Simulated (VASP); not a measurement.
## Li27H20F7: single point with revPBE

The system is Li27H20F7.

```xyz
54
Lattice="0.0000 5.9803 5.9803 5.9803 0.0000 5.9803 5.9803 5.9803 0.0000" Properties=species:S:1:pos:R:3 pbc="T T T"
H     2.0547    3.9992    3.9630
H     5.9890    4.0180    4.0279
H     5.9301    3.9980    8.0132
H     5.9633    8.0273    4.0251
H     5.9027    7.9537    7.9785
H     4.0182    2.0061    4.0227
H     3.9460    5.9630    4.0504
H     3.9865    6.0090    7.8756
H     7.9842    5.9946    3.9861
H     8.0685    9.9525    7.9623
H     3.9948    3.9949    5.9690
H     7.9625    3.9429    5.9940
H     8.0768    7.9779    5.9880
H     1.9419    1.9791    2.0044
H     2.0400    5.9931    5.9775
H     6.0335    2.0292    5.9939
H     5.9547    5.9266    1.9134
H     6.0365    5.9652   10.0165
H     6.0079    9.9924    6.0072
H     9.9871    9.9577    9.9665
F     9.9842    7.9093    7.9456
F     7.9915    5.9518    7.9912
F     3.9337    3.9131    1.9884
F     3.9396    8.0040    5.9408
F     7.9444    7.8932    9.9344
F     6.0009    5.9555    6.0412
F     9.9915    5.9846    5.9389
Li    6.0040    5.9903   11.9113
Li    5.9743    3.9763    9.9256
Li    9.9269    5.9648    4.0156
Li    4.0648    9.9446    6.0120
Li    3.9705    3.9082    4.0041
Li    4.0303    4.0054    7.9609
Li    3.9764    7.9967    4.0570
Li    7.9888    9.8742    9.9636
Li    8.0332    7.9203    7.9297
Li    7.9544    2.0762    6.0170
Li    2.1571    2.0033    3.9987
Li    7.9636    5.9862    9.9371
Li    6.0285    7.9334    9.9715
Li    5.9179    6.0222    3.9540
Li    6.0261    5.9708    8.0054
Li    7.9578   11.9261    7.9592
Li    7.9494    4.0037    7.9606
Li    2.0354    4.0094    6.0044
Li    5.9961    9.9900    7.9438
Li    5.9951    4.0051    5.9697
Li    5.9184    7.9752    5.9579
Li   11.8619    8.0421    7.9540
Li    4.0264    2.0326    2.0161
Li    3.9794    2.0292    6.0013
Li    4.0178    5.9828    1.9876
Li    4.0236    5.9453    5.9970
Li    8.0326    6.0168    6.0802
```

```json
{
  "Program": "VASP 6.6.1",
  "Task": "single point",
  "Functional": "revPBE",
  "Potentials or basis": "VASP PAW PBE potentials, release 64 (H, F, Li_sv)",
  "Cutoff": "520 eV",
  "k mesh": "1 × 1 × 1, shifted",
  "Occupations": "fermi-dirac, width 0.05 eV",
  "Spin": "no spin polarisation",
  "Dipole correction": "no",
  "Further INCAR settings": "LREAL = Auto; ALGO = Normal; EDIFF = 1e-07; NBANDS = 108; ISYM = 0"
}
```

```
Largest force          : 0.596 eV/Å
Band gap on the k mesh : 5.19 eV, indirect (least direct gap 5.24 eV)
```

Forces in eV/Å, atoms in the order of the input:
```
H   -0.199 -0.145  0.152
H    0.001 -0.114 -0.188
H    0.108 -0.022 -0.050
H    0.026 -0.121 -0.095
H    0.303  0.075  0.005
H    0.052 -0.087 -0.066
H    0.248 -0.019 -0.201
H    0.020 -0.130  0.409
H   -0.022 -0.024 -0.041
H   -0.221 -0.016  0.036
H    0.037 -0.094  0.062
H   -0.011  0.168 -0.062
H   -0.257  0.047 -0.032
H    0.047  0.031  0.062
H   -0.182 -0.122  0.055
H   -0.175 -0.028 -0.043
H    0.084  0.088  0.234
H   -0.191 -0.050 -0.189
H    0.040 -0.122 -0.082
H   -0.021  0.024 -0.055
F   -0.102  0.249  0.173
F   -0.009  0.081 -0.118
F    0.307  0.421  0.027
F    0.249 -0.068  0.217
F    0.169  0.459 -0.009
F    0.052  0.226 -0.213
F   -0.039 -0.105  0.234
Li   0.103 -0.008  0.144
Li   0.141  0.006  0.201
Li   0.080 -0.030 -0.179
Li  -0.188  0.122 -0.119
Li   0.137  0.326 -0.018
Li  -0.166  0.089  0.030
Li  -0.010 -0.114 -0.241
Li  -0.091  0.318  0.009
Li  -0.162  0.265  0.112
Li   0.018 -0.359  0.056
Li  -0.586 -0.054 -0.083
Li   0.148 -0.194  0.322
Li  -0.177  0.138  0.019
Li   0.282 -0.135  0.132
Li  -0.303  0.043 -0.054
Li   0.053  0.204  0.019
Li   0.055 -0.268  0.115
Li  -0.089  0.009 -0.145
Li   0.023 -0.102  0.150
Li   0.000  0.007 -0.077
Li   0.246 -0.031  0.027
Li   0.526 -0.196  0.098
Li  -0.212 -0.330 -0.086
Li   0.194 -0.032 -0.142
Li   0.052 -0.203  0.081
Li  -0.182  0.077 -0.054
Li  -0.209 -0.155 -0.536
```

Levels at points of the mesh, in eV from the valence-band top:
| k point | band 71 | band 72 | band 73 | band 74 | band 75 | band 76 | band 77 | band 78 | band 79 | band 80 |
| --- | --- | --- | --- | --- | --- | --- | --- | --- | --- | --- |
| (0.25, 0.25, 0.25) | -0.60 | -0.50 | -0.28 | -0.22 | -0.11 | 5.28 | 5.43 | 5.57 | 5.76 | 5.94 |

Wall time 10 min on 1 thread of Oxide Virtual Turin-like Processor (shared host), peak memory 0.56 GiB.

Caveat: the k points lie up to 0.91 Å⁻¹ apart; the PAW data sets were made with another functional, which shifts forces and pressure a little. A hybrid or GW would open this gap; revPBE tends to underestimate it.
